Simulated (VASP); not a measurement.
## Si: vibrations by perturbation theory with PBEsol

Si:

```
Si
1.0
     2.71681    2.71681    0.00000
    -2.71681    2.71681    0.00000
     0.00000    2.71681    2.71681
Si
2
Direct
  0.25000 0.75000 0.50000
  0.00000 0.00000 0.00000
```

- Program: VASP 6.6.1
- Task: vibrations by perturbation theory
- Functional: PBEsol
- Potentials or basis: VASP PAW PBE potentials, release 64 (Si)
- Cutoff: 520 eV
- k mesh: 8 × 8 × 8
- Occupations: gaussian, width 0.01 eV
- Spin: no spin polarisation
- Dipole correction: no
- Further INCAR settings: ALGO = Normal; EDIFF = 1e-08; IBRION = 8; NSW = 1

- Highest phonon frequency at Γ: 509 cm⁻¹

Phonon frequencies in cm⁻¹ (negative: imaginary):
| q point | frequencies |
| --- | --- |
| (0.000, 0.000, 0.000) | 0 0 0 509 509 509 |

It took 120 s on 1 thread of Intel Xeon 8259CL, with other jobs on the host, peak memory 0.21 GiB.
